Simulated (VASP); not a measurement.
# Ni (P6_3/mmc) in VASP: a series of runs

Runs on Ni. Level: PBEsol. Tasks: single point.

Everything below comes from runs of VASP 6.6.1. Logs are shortened: lines on timing, memory, paths and dates and some standing lists are left out, and cuts for length are marked.

## Step 1: The cell of the first run

Symmetry: P6_3/mmc, No. 194, hexagonal system. Conventional cell: a = 2.448 Å, b = 2.448 Å, c = 4.014 Å, α = 90.00°, β = 90.00°, γ = 120.00°. Ni (site symmetry -6m2) has 12 Ni at 2.45 Å within 3.2 Å.

This isn't the form of Ni at room conditions, which is fcc.

## Step 2: Single point, PBEsol, collinear spin, ferromagnetic start

INCAR

```
SYSTEM = Ni
ALGO     = Normal         ! electronic algorithm
EDIFF    = 1E-7           ! SCF threshold, eV
ENCUT    = 520            ! plane-wave cutoff, eV
GGA      = PS             ! functional
ISIF     = 2              ! what is computed and relaxed
ISMEAR   = -1             ! smearing method
ISPIN    = 2              ! spin polarisation
LASPH    = .TRUE.         ! aspherical terms in the spheres
LCHARG   = .FALSE.        ! write CHGCAR
LMAXMIX  = 4              ! l up to which the mixer works
LORBIT   = 11             ! projections on sites
LREAL    = .FALSE.        ! projectors in reciprocal space
LWAVE    = .FALSE.        ! write WAVECAR
MAGMOM   = 0.8 0.8        ! initial moments
NBANDS   = 21             ! bands
NELM     = 150            ! most SCF steps
PREC     = Accurate       ! precision mode
SIGMA    = 0.05           ! smearing width, eV
```

KPOINTS

```
k-points
0
G
  14 14 8
  0 0 0
```

POSCAR

```
Ni
1.0
    2.4476145418      0.0000000000      0.0000000000
   -1.2238072709      2.1196963718      0.0000000000
    0.0000000000      0.0000000000      4.0142547289
Ni
2
Direct
    0.3333333333      0.6666666667      0.2500000000
    0.6666666667      0.3333333333      0.7500000000
```

Potentials or basis: VASP PAW PBE potentials, release 64 (Ni).

Started as:

```console
$ cat potpaw_PBE.64/Ni/POTCAR > POTCAR
$ mpirun -np 1 vasp_std > vasp.out
```

OUTCAR:

```text
SYSTEM = Ni
   EDIFF = 1E-7
   ENCUT = 520
   GGA = PS
   ISIF = 2
   ISMEAR = -1
   ISPIN = 2
   LASPH = .TRUE.
   LORBIT = 11
   LREAL = .FALSE.
   NELM = 150
   PREC = Accurate

 ion  position               nearest neighbor table
   1  0.333  0.667  0.250-   2 2.45   2 2.45   2 2.45   2 2.45   2 2.45   2 2.45
   2  0.667  0.333  0.750-   1 2.45   1 2.45   1 2.45   1 2.45   1 2.45   1 2.45

  LATTYP: Found a hexagonal cell.
 ALAT       =     2.4476145418
 C/A-ratio  =     1.6400681808

  Lattice vectors:

 A1 = (   2.4476145418,   0.0000000000,   0.0000000000)
 A2 = (  -1.2238072709,   2.1196963718,   0.0000000000)
 A3 = (   0.0000000000,   0.0000000000,   4.0142547289)

Analysis of symmetry for initial positions (statically):
=====================================================================
 Subroutine PRICEL returns:
 Original cell was already a primitive cell.

 Routine SETGRP: Setting up the symmetry group for a
 hexagonal supercell.

 Subroutine GETGRP returns: Found 24 space group operations
 (whereof 12 operations were pure point group operations)
 out of a pool of 24 trial point group operations.

The static configuration has the point symmetry D_3d.
 The point group associated with its full space group is D_6h.

Analysis of symmetry for dynamics (positions and initial velocities):
=====================================================================
 Subroutine PRICEL returns:
 Original cell was already a primitive cell.

 Routine SETGRP: Setting up the symmetry group for a
 hexagonal supercell.

 Subroutine GETGRP returns: Found 24 space group operations
 (whereof 12 operations were pure point group operations)
 out of a pool of 24 trial point group operations.

The dynamic configuration has the point symmetry D_3d.
 The point group associated with its full space group is D_6h.

Analysis of structural, dynamic, and magnetic symmetry:
=====================================================================
 Subroutine PRICEL returns:
 Original cell was already a primitive cell.

 Routine SETGRP: Setting up the symmetry group for a
 hexagonal supercell.

 Subroutine GETGRP returns: Found 24 space group operations
 (whereof 12 operations were pure point group operations)
 out of a pool of 24 trial point group operations.

The overall configuration has the point symmetry D_3d.
 The point group associated with its full space group is D_6h.

 Subroutine INISYM returns: Found 24 space group operations
 (whereof 12 operations are pure point group operations),
 and found     1 'primitive' translations

----------------------------------------------------------------------------------------

                                     Primitive cell

  volume of cell :      20.8268

  direct lattice vectors                    reciprocal lattice vectors
     2.447614542  0.000000000  0.000000000     0.408561063  0.235882840  0.000000000
    -1.223807271  2.119696372  0.000000000     0.000000000  0.471765680  0.000000000
     0.000000000  0.000000000  4.014254729     0.000000000  0.000000000  0.249112243

  length of vectors
     2.447614542  2.447614542  4.014254729     0.471765680  0.471765680  0.249112243

  position of ions in fractional coordinates (direct lattice)
     0.333333333  0.666666667  0.250000000
     0.666666667  0.333333333  0.750000000

  ion indices of the primitive-cell ions
   primitive index   ion index
                 1           1
                 2           2

----------------------------------------------------------------------------------------

 KPOINTS: k-points

Automatic generation of k-mesh.
 Grid dimensions read from file:
 generate k-points for:   14   14    8

 Generating k-lattice:

  Cartesian coordinates                     Fractional coordinates (reciprocal lattice)
     0.029182933  0.016848774  0.000000000     0.071428571 -0.000000000  0.000000000
     0.000000000  0.033697549  0.000000000     0.000000000  0.071428571  0.000000000
     0.000000000  0.000000000  0.031139030     0.000000000  0.000000000  0.125000000

  Length of vectors
     0.033697549  0.033697549  0.031139030

  Shift w.r.t. Gamma in fractional coordinates (k-lattice)
     0.000000000  0.000000000  0.000000000

 Subroutine IBZKPT returns following result:
 ===========================================

 Found    120 irreducible k-points:

 Following reciprocal coordinates:
            Coordinates               Weight
  0.000000  0.000000  0.000000      1.000000
  0.071429 -0.000000  0.000000      6.000000
  0.142857  0.000000  0.000000      6.000000
  0.214286  0.000000  0.000000      6.000000
  0.285714 -0.000000  0.000000      6.000000
  0.357143  0.000000  0.000000      6.000000
[... 16 lines left out ...]
  0.285714  0.285714  0.000000      6.000000
  0.357143  0.285714  0.000000      6.000000
 [... further k-points ...]
   k-points           NKPTS =    120   k-points in BZ     NKDIM =    120   number of bands    NBANDS=     21
   number of dos      NEDOS =    301   number of ions     NIONS =      2
   total plane-waves  NPLWV =   9720
   dimension x,y,z NGX =    18 NGY =   18 NGZ =   30
   dimension x,y,z NGXF=    36 NGYF=   36 NGZF=   60
   ions per type =               2
   NGX,Y,Z   is equivalent  to a cutoff of  12.23, 12.23, 12.42 a.u.
   NGXF,Y,Z  is equivalent  to a cutoff of  24.45, 24.45, 24.85 a.u.
 SYSTEM =  Ni
   PREC   = accura    normal or accurate (medium, high low for compatibility)
   ISTART =      0    job   : 0-new  1-cont  2-samecut
   ICHARG =      2    charge: 1-file 2-atom 10-const
   ISPIN  =      2    spin polarized calculation?
   LNONCOLLINEAR =      F non collinear calculations
   LSORBIT =      F    spin-orbit coupling
   LASPH  =      T    aspherical Exc in radial PAW
   ENCUT  =  520.0 eV  38.22 Ry    6.18 a.u.   4.55  4.55  7.46*2*pi/ulx,y,z
   NELM   =    150;   NELMIN=  2; NELMDL= -5     # of ELM steps
   EDIFF  = 0.1E-06   stopping-criterion for ELM
   LREAL  =      F    real-space projection
   EDIFFG = 0.1E-05   stopping-criterion for IOM
   NSW    =      0    number of steps for IOM
   IBRION =     -1    ionic relax: 0-MD 1-quasi-New 2-CG
   NFREE  =      0    steps in history (QN), initial steepest desc. (CG)
   ISIF   =      2    stress and relaxation
   ISYM   =      2    0-nonsym 1-usesym 2-fastsym
   POTIM  = 0.5000    time-step for ionic-motion
   TEBEG  =    0.0;   TEEND  =   0.0 temperature during run
   PSTRESS=    0.0 pullay stress
   NELECT =      20.0000    total number of electrons
   NUPDOWN=      -1.0000    fix difference up-down
   EMIN   =  10.00;   EMAX   =-10.00  energy-range for DOS
   EFERMI =   0.00;   METHOD = LEGACY
   ISMEAR =    -1;   SIGMA  =   0.05  broadening in eV -4-tet -1-fermi 0-gaus
   EFERMI_NEDOS =   21; number of points for ismear=-14 and -15
   IALGO  =     38    algorithm
   IMIX   =      4    mixing-type and parameters
     AMIX     =   0.40;   BMIX     =  1.00
     AMIX_MAG =   1.60;   BMIX_MAG =  1.00
  volume/ion in A,a.u.               =      10.41        70.27
  Fermi-wavevector in a.u.,A,eV,Ry     =   1.615143  3.052178 35.493337  2.608687
  Thomas-Fermi vector in A             =   2.709938
   LORBIT       =     11    0 simple, 1 ext, 2 COOP (PROOUT), +10 PAW based schemes
   GGA     = PS    functional components
   LHFCALC =     F    Hartree Fock is set to
   AEXX    =    0.0000 exact exchange contribution
   IVDW    =     0    specifies the selected vdW correction
   LEPSILON=     F    determine dielectric tensor
   LRPA    =     F    only Hartree local field effects (RPA)
 spin polarized calculation
  energy-cutoff  :      520.00
  volume of cell :       20.83
 maximum number of plane-waves:       578
   NGX =  9   NGY =  9   NGZ = 15

 number of electron      19.9999984 magnetization       1.1917249

 Free energy of the ion-electron system (eV)
  ---------------------------------------------------
  ext. energy  EPLUGINS =         0.00000000
  ---------------------------------------------------
  free energy    TOTEN  =       -12.22999645 eV

  energy without entropy =      -12.19354355  energy(sigma->0) =      -12.21177000

 E-fermi :   9.8387     XC(G=0): -13.6961

 val. band max:        9.8379158643   @ k =   0.4286   0.1429   0.1250
 cond. band min:       9.8387498792   @ k =   0.3571   0.0714   0.1250
 fundamental gap:      0.0008340150
 Fermi energy:         9.8386550106

 spin component 1

 k-point     1 :       0.0000    0.0000    0.0000
  band No.  band energies     occupation
      1       0.4502      1.00000
      2       4.7480      1.00000
      3       7.3128      1.00000
      4       7.4099      1.00000
      5       7.4099      1.00000
      6       7.6974      1.00000
[... 13 lines left out ...]
     20      36.4799      0.00000
     21      41.2568      0.00000

 k-point     2 :       0.0714   -0.0000    0.0000
  band No.  band energies     occupation
      1       0.6340      1.00000
      2       4.8623      1.00000
      3       7.1895      1.00000
      4       7.4917      1.00000
      5       7.5094      1.00000
      6       7.6565      1.00000
[... 13 lines left out ...]
     20      38.6028      0.00000
     21      39.2272      0.00000
[... 487 lines left out ...]
      5       7.0770      1.00000
      6       7.3292      1.00000
[... 13 lines left out ...]
     20      43.0822      0.00000
     21      44.8130      0.00000

 k-point    24 :       0.3571    0.2857    0.0000
  band No.  band energies     occupation
      1       5.7691      1.00000
      2       5.9330      1.00000
      3       6.0199      1.00000
      4       6.3210      1.00000
      5       7.1179      1.00000
      6       7.2106      1.00000
[... 13 lines left out ...]
     20      43.5373      0.00000
     21      46.2372      0.00000

 [... further k-points ...]

 spin component 2

 k-point     1 :       0.0000    0.0000    0.0000
  band No.  band energies     occupation
      1       0.4432      1.00000
      2       5.1191      1.00000
      3       7.9563      1.00000
      4       8.0350      1.00000
      5       8.0350      1.00000
      6       8.3406      1.00000
[... 13 lines left out ...]
     20      36.5757      0.00000
     21      41.4427      0.00000

 k-point     2 :       0.0714   -0.0000    0.0000
  band No.  band energies     occupation
      1       0.6273      1.00000
      2       5.2398      1.00000
      3       7.8110      1.00000
      4       8.1200      1.00000
      5       8.1518      1.00000
      6       8.2955      1.00000
[... 13 lines left out ...]
     20      38.5906      0.00000
     21      39.2930      0.00000
[... 487 lines left out ...]
      5       7.6327      1.00000
      6       7.8835      1.00000
[... 13 lines left out ...]
     20      43.1151      0.00000
     21      44.9157      0.00000

 k-point    24 :       0.3571    0.2857    0.0000
  band No.  band energies     occupation
      1       6.2546      1.00000
      2       6.3346      1.00000
      3       6.4726      1.00000
      4       6.7010      1.00000
      5       7.6718      1.00000
      6       7.7579      1.00000
[... 13 lines left out ...]
     20      43.5757      0.00000
     21      46.2707      0.00000

 [... further k-points ...]

------------------------ aborting loop because EDIFF is reached ----------------------------------------

  FORCE on cell =-STRESS in cart. coord.  units (eV):
  Direction    XX          YY          ZZ          XY          YZ          ZX
  --------------------------------------------------------------------------------------
  -------------------------------------------------------------------------------------
  Total       -0.0279841     -0.0279841     -0.0042422     -0.0000000      0.0000000      0.0000000
  in kB       -2.1527865     -2.1527865     -0.3263494     -0.0000000      0.0000000      0.0000000
  external PRESSURE =      -1.5439742 kB  Pullay stress =       0.0000000 kB

 VOLUME and BASIS-vectors are now :
 -----------------------------------------------------------------------------
  energy-cutoff  :      520.00
  volume of cell :       20.83
      direct lattice vectors                 reciprocal lattice vectors
     2.447614542  0.000000000  0.000000000     0.408561063  0.235882840  0.000000000
    -1.223807271  2.119696372  0.000000000     0.000000000  0.471765680  0.000000000
     0.000000000  0.000000000  4.014254729     0.000000000  0.000000000  0.249112243

 POSITION                                       TOTAL-FORCE (eV/Angst)
 -----------------------------------------------------------------------------------
     -0.00000      1.41313      1.00356        -0.000000      0.000000      0.000000
      1.22381      0.70657      3.01069         0.000000     -0.000000      0.000000
 -----------------------------------------------------------------------------------
    total drift:                               -0.000000      0.000000     -0.000000

  FREE ENERGIE OF THE ION-ELECTRON SYSTEM (eV)
  ---------------------------------------------------
  free  energy   TOTEN  =       -12.2299964496 eV

  energy  without entropy=      -12.1935435456  energy(sigma->0) =      -12.21177000

 total charge

# of ion       s       p       d       tot
------------------------------------------
    1        0.518   0.542   8.336   9.396
    2        0.518   0.542   8.336   9.396
--------------------------------------------------
tot          1.036   1.085  16.671  18.792

 magnetization (x)

# of ion       s       p       d       tot
------------------------------------------
    1       -0.005  -0.023   0.630   0.601
    2       -0.005  -0.023   0.630   0.601
--------------------------------------------------
tot         -0.011  -0.046   1.260   1.203
```

Wall time 84 s (1 thread of AMD EPYC 7R13 (Zen 3), shared host); peak memory 0.16 GiB.

Results:

| Property | Result |
| --- | --- |
| Free energy | -12.2300 eV |
| Pressure | -0.2 GPa |
| Net moment | 1.19 μB per cell |
| Site moments | Ni +0.60 μB |
| Valence electrons inside the program's atomic spheres | Ni 9.40 |

Caveat: the PAW data sets were made with another functional, which shifts forces and pressure a little.

## Step 3: Single point, PBEsol, collinear spin, ferromagnetic start (9.16 Å³/atom)

This run uses another cell than the first one, of 9.16 Å³/atom.

INCAR

```
PREC = Accurate
ENCUT = 520
EDIFF = 1E-6
ISMEAR = -1
SIGMA = 0.05
LREAL = False
LASPH = True
NELM = 150
ALGO = Normal
ISIF = 2
LWAVE = False
LCHARG = False
ISPIN = 2
MAGMOM = 0.671 0.671
LORBIT = 11
LMAXMIX = 4
GGA = PS
NBANDS = 21
```

KPOINTS

```
Automatic mesh
0
Gamma
  17 17 9
```

POSCAR

```
Ni
1.0
    2.3455097836      0.0000000000      0.0000000000
   -1.1727548918      2.0312710574      0.0000000000
    0.0000000000      0.0000000000      3.8467959639
Ni
2
Direct
    0.3333333333      0.6666666667      0.2500000000
    0.6666666667      0.3333333333      0.7500000000
```

Potentials or basis: VASP PAW PBE potentials, release 64 (Ni).

Started as:

```console
$ cat potpaw_PBE.64/Ni/POTCAR > POTCAR
$ mpirun -np 1 vasp_std > vasp.out
```

It took 97 s on 1 thread of AMD EPYC 7R13 (Zen 3), shared host; peak memory 0.17 GiB.

Results (log left out):

```
Free energy                                           : -11.9650 eV
Pressure                                              : 39.2 GPa
Net moment                                            : 1.17 μB per cell
Site moments                                          : Ni +0.58 μB
Valence electrons inside the program's atomic spheres : Ni 9.68
```

Stress tensor (GPa, compression positive):
```
39.13  0.00  0.00
 0.00 39.13  0.00
 0.00  0.00 39.23
```

Levels at points of the mesh, in eV from the Fermi level:
Spin up:
| k point | band 9 | band 10 | band 11 | band 12 | band 13 | band 14 |
| --- | --- | --- | --- | --- | --- | --- |
| (0.00, 0.00, 0.00) | -1.92 | -0.75 | -0.70 | -0.70 | 6.92 | 24.03 |
Spin down:
| k point | band 7 | band 8 | band 9 | band 10 | band 11 | band 12 | band 13 | band 14 |
| --- | --- | --- | --- | --- | --- | --- | --- | --- |
| (0.00, 0.00, 0.00) | -1.82 | -1.29 | -1.29 | -0.75 | -0.03 | -0.03 | 7.32 | 23.96 |

Caveat: the cell stands under pressure; the PAW data sets were made with another functional, which shifts forces and pressure a little.
